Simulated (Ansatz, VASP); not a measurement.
**Two plane-wave programs on BaS**

```
CELL_PARAMETERS angstrom
0.00000 3.21180 3.37239
3.21180 0.00000 3.37239
3.21180 3.21180 0.00000
ATOMIC_POSITIONS crystal
Ba 0.00000 0.00000 0.00000
S 0.50000 0.50000 0.50000
```

Change from the starting cell: uniaxial_z strain +5.0%.

Alike in both runs: task single point; functional r2SCAN; k mesh 8 × 8 × 8; no spin polarisation.

|  | VASP | Ansatz |
| --- | --- | --- |
| version | VASP 6.6.1 | Ansatz 0.2.0 |
| potentials or method | VASP PAW PBE potentials, release 64 (Ba_sv, S) | plane waves, PAW |
| plane-wave cutoff (eV) | 520 | 500 |
| occupations | gaussian, width 0.01 eV | fixed |
| valence electrons in the cell | 16 | 16 |

```csv
,VASP,Ansatz,Ansatz less VASP
gap on the k mesh at the Fermi level (eV),2.51,2.59,+0.082
pressure (GPa),-1.2,-1.7,-0.47
"traceless stress, the component that is largest in VASP (GPa)",-2.04,-1.85,+0.186
```

VASP's potentials were made for PBE, not for r2SCAN.

Neither program's run includes spin-orbit coupling.
